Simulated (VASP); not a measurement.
# KMgBe6 (R-3m) in VASP: single point with PBE

Aim: the single point of KMgBe6 with PBE.

All numbers are computed with VASP 6.6.1; they aren't measurements. Logs are shortened: lines on timing, memory, paths and dates and some standing lists are left out, and cuts for length are marked.

**1. The cell of the first run**

It takes space group R-3m (No. 166, trigonal). The conventional cell has a = 6.904 Å, b = 6.904 Å, c = 6.794 Å, α = 90.00°, β = 90.00°, γ = 120.00°. K (site symmetry -3m) has 12 Be at 2.64 to 2.72 Å and 2 Mg at 3.40 Å within 3.5 Å. Mg (site symmetry -3m) has 6 Be at 1.70 Å within 2.3 Å. Be (site symmetry m) has 1 Mg at 1.70 Å and 4 Be at 2.34 to 2.47 Å within 2.5 Å.

**2. Single point, PBE**

Contents of INCAR:

```
PREC = Accurate
ENCUT = 840
EDIFF = 1E-6
ISMEAR = 0
SIGMA = 0.1
LREAL = F
LASPH = T
NELM = 120
ALGO = Normal
ISIF = 2
LWAVE = F
LCHARG = T
GGA = PE
LELF = T
LVHAR = T
NBANDS = 26
GGA_COMPAT = F
```

Contents of KPOINTS:

```
regular mesh
0
Gamma
  6 6 6
```

Contents of POSCAR:

```
KMgBe6
1.0
    3.4517749271      1.9928831834      2.2645651346
   -3.4517749271      1.9928831834      2.2645651346
    0.0000000000     -3.9857663666      2.2645651346
K Mg Be
1 1 6
Direct
    0.5000000000      0.5000000000      0.5000000000
    0.0000000000      0.0000000000      0.0000000000
    0.2650000000      0.2650000000      0.9260000000
    0.9260000000      0.2650000000      0.2650000000
    0.2650000000      0.9260000000      0.2650000000
    0.0740000000      0.7350000000      0.7350000000
    0.7350000000      0.7350000000      0.0740000000
    0.7350000000      0.0740000000      0.7350000000
```

Potentials or basis: VASP PAW PBE potentials, release 64 (K_sv, Mg_sv, Be).

The run is started by

```bash
cat potpaw_PBE.64/K_sv/POTCAR potpaw_PBE.64/Mg_sv/POTCAR potpaw_PBE.64/Be/POTCAR > POTCAR
mpirun -np 1 vasp_std > vasp.out
```

OUTCAR:

```text
PREC = Accurate
   ENCUT = 840
   EDIFF = 1E-6
   ISMEAR = 0
   LREAL = F
   LASPH = T
   NELM = 120
   ISIF = 2
   GGA = PE

 ion  position               nearest neighbor table
   1  0.500  0.500  0.500-   3 2.64   7 2.64   5 2.64   6 2.64   4 2.64   8 2.64   7 2.72   3 2.72
                             6 2.72   8 2.72   5 2.72   4 2.72
   2  0.000  0.000  0.000-   4 1.70   5 1.70   6 1.70   8 1.70   7 1.70   3 1.70
   3  0.265  0.265  0.926-   2 1.70   4 2.34   5 2.34   1 2.64   1 2.72
   4  0.926  0.265  0.265-   2 1.70   3 2.34   5 2.34   1 2.64   1 2.72
   5  0.265  0.926  0.265-   2 1.70   3 2.34   4 2.34   1 2.64   1 2.72
   6  0.074  0.735  0.735-   2 1.70   7 2.34   8 2.34   1 2.64   1 2.72
   7  0.735  0.735  0.074-   2 1.70   6 2.34   8 2.34   1 2.64   1 2.72
   8  0.735  0.074  0.735-   2 1.70   7 2.34   6 2.34   1 2.64   1 2.72

  LATTYP: Found a trigonal (rhomboedric) cell.
 ALAT       =     4.5841671849
 COS(alpha) =    -0.1339503497

  Lattice vectors:

 A1 = (   3.4517749271,   1.9928831834,   2.2645651346)
 A2 = (  -3.4517749271,   1.9928831834,   2.2645651346)
 A3 = (   0.0000000000,  -3.9857663666,   2.2645651346)

Analysis of symmetry for initial positions (statically):
=====================================================================
 Subroutine PRICEL returns:
 Original cell was already a primitive cell.

 Routine SETGRP: Setting up the symmetry group for a
 trigonal (rhombohedral) supercell.

 Subroutine GETGRP returns: Found 12 space group operations
 (whereof 12 operations were pure point group operations)
 out of a pool of 12 trial point group operations.

The static configuration has the point symmetry D_3d.

Analysis of symmetry for dynamics (positions and initial velocities):
=====================================================================
 Subroutine PRICEL returns:
 Original cell was already a primitive cell.

 Routine SETGRP: Setting up the symmetry group for a
 trigonal (rhombohedral) supercell.

 Subroutine GETGRP returns: Found 12 space group operations
 (whereof 12 operations were pure point group operations)
 out of a pool of 12 trial point group operations.

The dynamic configuration has the point symmetry D_3d.

 Subroutine INISYM returns: Found 12 space group operations
 (whereof 12 operations are pure point group operations),
 and found     1 'primitive' translations

----------------------------------------------------------------------------------------

                                     Primitive cell

  volume of cell :      93.4674

  direct lattice vectors                    reciprocal lattice vectors
     3.451774927  1.992883183  2.264565135     0.144853013  0.083630926  0.147195295
    -3.451774927  1.992883183  2.264565135    -0.144853013  0.083630926  0.147195295
     0.000000000 -3.985766367  2.264565135     0.000000000 -0.167261853  0.147195295

  length of vectors
     4.584167185  4.584167185  4.584167185     0.222807052  0.222807052  0.222807052

  position of ions in fractional coordinates (direct lattice)
     0.500000000  0.500000000  0.500000000
     0.000000000  0.000000000  0.000000000
     0.265000000  0.265000000  0.926000000
     0.926000000  0.265000000  0.265000000
     0.265000000  0.926000000  0.265000000
     0.074000000  0.735000000  0.735000000
     0.735000000  0.735000000  0.074000000
     0.735000000  0.074000000  0.735000000

  ion indices of the primitive-cell ions
   primitive index   ion index
                 1           1
                 2           2
                 3           3
                 4           4
                 5           5
                 6           6
                 7           7
                 8           8

----------------------------------------------------------------------------------------

 KPOINTS: regular mesh

Automatic generation of k-mesh.
 Grid dimensions read from file:
 generate k-points for:    6    6    6

 Generating k-lattice:

  Cartesian coordinates                     Fractional coordinates (reciprocal lattice)
     0.024142169  0.013938488  0.024532549     0.166666667 -0.000000000 -0.000000000
    -0.024142169  0.013938488  0.024532549    -0.000000000  0.166666667 -0.000000000
     0.000000000 -0.027876975  0.024532549    -0.000000000 -0.000000000  0.166666667

  Length of vectors
     0.037134509  0.037134509  0.037134509

  Shift w.r.t. Gamma in fractional coordinates (k-lattice)
     0.000000000  0.000000000  0.000000000

 Subroutine IBZKPT returns following result:
 ===========================================

 Found     32 irreducible k-points:

 Following reciprocal coordinates:
            Coordinates               Weight
  0.000000  0.000000  0.000000      1.000000
  0.166667  0.000000  0.000000      6.000000
  0.333333  0.000000  0.000000      6.000000
  0.500000  0.000000  0.000000      3.000000
  0.166667  0.166667 -0.000000      6.000000
  0.333333  0.166667  0.000000     12.000000
[... 16 lines left out ...]
  0.500000  0.500000  0.166667      6.000000
 -0.333333  0.500000  0.166667     12.000000
 [... further k-points ...]
   k-points           NKPTS =     32   k-points in BZ     NKDIM =     32   number of bands    NBANDS=     26
   number of dos      NEDOS =    301   number of ions     NIONS =      8
   total plane-waves  NPLWV = 110592
   dimension x,y,z NGX =    48 NGY =   48 NGZ =   48
   dimension x,y,z NGXF=    96 NGYF=   96 NGZF=   96
   ions per type =               1   1   6
   NGX,Y,Z   is equivalent  to a cutoff of  17.41, 17.41, 17.41 a.u.
   NGXF,Y,Z  is equivalent  to a cutoff of  34.81, 34.81, 34.81 a.u.
 SYSTEM =  unknown system
   PREC   = accura    normal or accurate (medium, high low for compatibility)
   ISTART =      0    job   : 0-new  1-cont  2-samecut
   ICHARG =      2    charge: 1-file 2-atom 10-const
   ISPIN  =      1    spin polarized calculation?
   LNONCOLLINEAR =      F non collinear calculations
   LSORBIT =      F    spin-orbit coupling
   LASPH  =      T    aspherical Exc in radial PAW
   ENCUT  =  840.0 eV  61.74 Ry    7.86 a.u.  10.83 10.83 10.83*2*pi/ulx,y,z
   NELM   =    120;   NELMIN=  2; NELMDL= -5     # of ELM steps
   EDIFF  = 0.1E-05   stopping-criterion for ELM
   LREAL  =      F    real-space projection
   EDIFFG = 0.1E-04   stopping-criterion for IOM
   NSW    =      0    number of steps for IOM
   IBRION =     -1    ionic relax: 0-MD 1-quasi-New 2-CG
   NFREE  =      0    steps in history (QN), initial steepest desc. (CG)
   ISIF   =      2    stress and relaxation
   ISYM   =      2    0-nonsym 1-usesym 2-fastsym
   POTIM  = 0.5000    time-step for ionic-motion
   TEBEG  =    0.0;   TEEND  =   0.0 temperature during run
   PSTRESS=    0.0 pullay stress
   NELECT =      31.0000    total number of electrons
   NUPDOWN=      -1.0000    fix difference up-down
   EMIN   =  10.00;   EMAX   =-10.00  energy-range for DOS
   EFERMI =   0.00;   METHOD = LEGACY
   ISMEAR =     0;   SIGMA  =   0.10  broadening in eV -4-tet -1-fermi 0-gaus
   EFERMI_NEDOS =   21; number of points for ismear=-14 and -15
   IALGO  =     38    algorithm
   IMIX   =      4    mixing-type and parameters
     AMIX     =   0.40;   BMIX     =  1.00
     AMIX_MAG =   1.60;   BMIX_MAG =  1.00
  volume/ion in A,a.u.               =      11.68        78.84
  Fermi-wavevector in a.u.,A,eV,Ry     =   1.133205  2.141448 17.471980  1.284154
  Thomas-Fermi vector in A             =   2.269908
   LORBIT       =      0    0 simple, 1 ext, 2 COOP (PROOUT), +10 PAW based schemes
   GGA     = PE    functional components
   LHFCALC =     F    Hartree Fock is set to
   AEXX    =    0.0000 exact exchange contribution
   IVDW    =     0    specifies the selected vdW correction
   LEPSILON=     F    determine dielectric tensor
   LRPA    =     F    only Hartree local field effects (RPA)
 non-spin polarized calculation
 Gauss-broadening in eV      SIGMA  =   0.10
  energy-cutoff  :      840.00
  volume of cell :       93.47
 maximum number of plane-waves:      5200
 NGX is ok and might be reduce to    48
   NGX = 21   NGY = 21   NGZ = 21

 number of electron      30.9999995 magnetization

 Free energy of the ion-electron system (eV)
  ---------------------------------------------------
  ext. energy  EPLUGINS =         0.00000000
  ---------------------------------------------------
  free energy    TOTEN  =        -0.73375398 eV

  energy without entropy =       -0.72661303  energy(sigma->0) =       -0.73018351

 E-fermi :   4.5134     XC(G=0):  -9.9274

 val. band max:        4.4960399016   @ k =   0.1667   0.0000   0.0000
 cond. band min:       4.5229719668   @ k =   0.3333   0.0000   0.0000
 fundamental gap:      0.0269320652
 Fermi energy:         4.5134030595

 k-point     1 :       0.0000    0.0000    0.0000
  band No.  band energies     occupation
      1     -72.1401      2.00000
      2     -38.9206      2.00000
      3     -38.9206      2.00000
      4     -38.9046      2.00000
      5     -25.6096      2.00000
      6      -9.4558      2.00000
[... 18 lines left out ...]
     25      10.0174      0.00000
     26      10.6926      0.00000

 k-point     2 :       0.1667    0.0000    0.0000
  band No.  band energies     occupation
      1     -72.1401      2.00000
      2     -38.9206      2.00000
      3     -38.9206      2.00000
      4     -38.9046      2.00000
      5     -25.6087      2.00000
      6      -9.4882      2.00000
[... 18 lines left out ...]
     25      10.5710      0.00000
     26      10.6565      0.00000

 k-point     3 :       0.3333    0.0000    0.0000
  band No.  band energies     occupation
      1     -72.1401      2.00000
      2     -38.9207      2.00000
      3     -38.9206      2.00000
      4     -38.9047      2.00000
      5     -25.6069      2.00000
      6      -9.5624      2.00000
[... 18 lines left out ...]
     25      10.7834      0.00000
     26      10.8716      0.00000

 k-point     4 :       0.5000    0.0000    0.0000
  band No.  band energies     occupation
      1     -72.1401      2.00000
      2     -38.9207      2.00000
      3     -38.9206      2.00000
      4     -38.9047      2.00000
      5     -25.6060      2.00000
      6      -9.6001      2.00000
[... 18 lines left out ...]
     25      10.5544      0.00000
     26      10.8535      0.00000

 k-point     5 :       0.1667    0.1667   -0.0000
  band No.  band energies     occupation
      1     -72.1401      2.00000
      2     -38.9207      2.00000
      3     -38.9206      2.00000
      4     -38.9046      2.00000
      5     -25.6077      2.00000
      6      -9.4940      2.00000
[... 18 lines left out ...]
     25      10.8969      0.00000
     26      11.0460      0.00000

 k-point     6 :       0.3333    0.1667    0.0000
  band No.  band energies     occupation
      1     -72.1401      2.00000
      2     -38.9207      2.00000
      3     -38.9206      2.00000
      4     -38.9047      2.00000
      5     -25.6060      2.00000
      6      -9.5600      2.00000
[... 427 lines left out ...]
 k-point    21 :      -0.3333    0.3333    0.1667
  band No.  band energies     occupation
      1     -72.1401      2.00000
      2     -38.9208      2.00000
      3     -38.9207      2.00000
      4     -38.9047      2.00000
      5     -25.6035      2.00000
      6      -9.5671      2.00000
[... 18 lines left out ...]
     25      10.5186      0.00000
     26      11.4546      0.00000

 k-point    22 :      -0.1667    0.3333    0.1667
  band No.  band energies     occupation
      1     -72.1401      2.00000
      2     -38.9207      2.00000
      3     -38.9206      2.00000
      4     -38.9047      2.00000
      5     -25.6052      2.00000
      6      -9.5552      2.00000
[... 18 lines left out ...]
     25      10.7864      0.00000
     26      11.2180      0.00000

 k-point    23 :       0.5000    0.5000    0.1667
  band No.  band energies     occupation
      1     -72.1402      2.00000
      2     -38.9208      2.00000
      3     -38.9207      2.00000
      4     -38.9047      2.00000
      5     -25.6018      2.00000
      6      -9.5991      2.00000
[... 18 lines left out ...]
     25      10.7108      0.00000
     26      11.1261      0.00000

 k-point    24 :      -0.3333    0.5000    0.1667
  band No.  band energies     occupation
      1     -72.1402      2.00000
      2     -38.9208      2.00000
      3     -38.9207      2.00000
      4     -38.9047      2.00000
      5     -25.6026      2.00000
      6      -9.5870      2.00000
[... 18 lines left out ...]
     25      10.9103      0.00000
     26      11.2448      0.00000

 [... further k-points ...]

------------------------ aborting loop because EDIFF is reached ----------------------------------------

  FORCE on cell =-STRESS in cart. coord.  units (eV):
  Direction    XX          YY          ZZ          XY          YZ          ZX
  --------------------------------------------------------------------------------------
  -------------------------------------------------------------------------------------
  Total       27.5697332     27.5697332     31.6872594      0.0000000      0.0000000     -0.0000000
  in kB      472.5880839    472.5880839    543.1688836      0.0000000      0.0000000     -0.0000000
  external PRESSURE =     496.1150171 kB  Pullay stress =       0.0000000 kB

 VOLUME and BASIS-vectors are now :
 -----------------------------------------------------------------------------
  energy-cutoff  :      840.00
  volume of cell :       93.47
      direct lattice vectors                 reciprocal lattice vectors
     3.451774927  1.992883183  2.264565135     0.144853013  0.083630926  0.147195295
    -3.451774927  1.992883183  2.264565135    -0.144853013  0.083630926  0.147195295
     0.000000000 -3.985766367  2.264565135     0.000000000 -0.167261853  0.147195295

 POSITION                                       TOTAL-FORCE (eV/Angst)
 -----------------------------------------------------------------------------------
      0.00000      0.00000      3.39685        -0.000000      0.000000      0.000000
      0.00000      0.00000      0.00000        -0.000000      0.000000      0.000000
      0.00000     -2.63459      3.29721         0.000000      6.258075      4.587112
      2.28162      1.31730      3.29721        -5.419652     -3.129037      4.587112
     -2.28162      1.31730      3.29721         5.419652     -3.129037      4.587112
     -2.28162     -1.31730      3.49649         5.419652      3.129037     -4.587112
      0.00000      2.63459      3.49649         0.000000     -6.258075     -4.587112
      2.28162     -1.31730      3.49649        -5.419652      3.129037     -4.587112
 -----------------------------------------------------------------------------------
    total drift:                               -0.000000     -0.000000      0.000000

  FREE ENERGIE OF THE ION-ELECTRON SYSTEM (eV)
  ---------------------------------------------------
  free  energy   TOTEN  =        -0.7337539828 eV

  energy  without entropy=       -0.7266130303  energy(sigma->0) =       -0.73018351
```

Wall time 1.9 min (1 thread of Intel Xeon Platinum 8488C (Sapphire Rapids), shared host); peak memory 0.41 GiB.

Results:

* Free energy: -0.7338 eV
* Pressure: 49.6 GPa
* Largest force: 7.759 eV/Å
* Band gap on the k mesh: zero (an odd number of electrons rules out a gap without spin polarisation)

Forces on the atoms (eV/Å):
```
K    0.000  0.000  0.000
Mg   0.000  0.000  0.000
Be   0.000  6.258  4.587
Be  -5.420 -3.129  4.587
Be   5.420 -3.129  4.587
Be   5.420  3.129 -4.587
Be   0.000 -6.258 -4.587
Be  -5.420  3.129 -4.587
```

Stress tensor (GPa, compression positive):
```
47.26  0.00  0.00
 0.00 47.26  0.00
 0.00  0.00 54.32
```

Levels at points of the mesh, in eV from the Fermi level:
```tsv
k point	band 11	band 12	band 13	band 14	band 15	band 16	band 17	band 18	band 19	band 20
(0.00, 0.00, 0.00)	-3.29	-2.93	-2.60	-2.08	-2.08	0.16	1.13	1.40	1.40	1.71
(0.50, 0.00, 0.00)	-2.79	-2.58	-2.06	-1.99	-1.35	-0.37	0.26	1.33	1.75	2.47
(0.50, 0.50, 0.00)	-4.63	-3.66	-2.53	-1.84	-0.33	0.46	0.58	0.83	2.40	2.52
(0.50, 0.50, 0.50)	-5.38	-4.45	-2.42	-2.42	-2.08	0.45	2.71	2.71	3.68	3.68
```

Caveat: the stress differs along the axes, from 47 to 54 GPa; forces of over 1 eV/Å act on the atoms, so gaps and moduli don't describe the material at rest.

The gap in the log of VASP goes by the Fermi energy; the results here count the filled bands.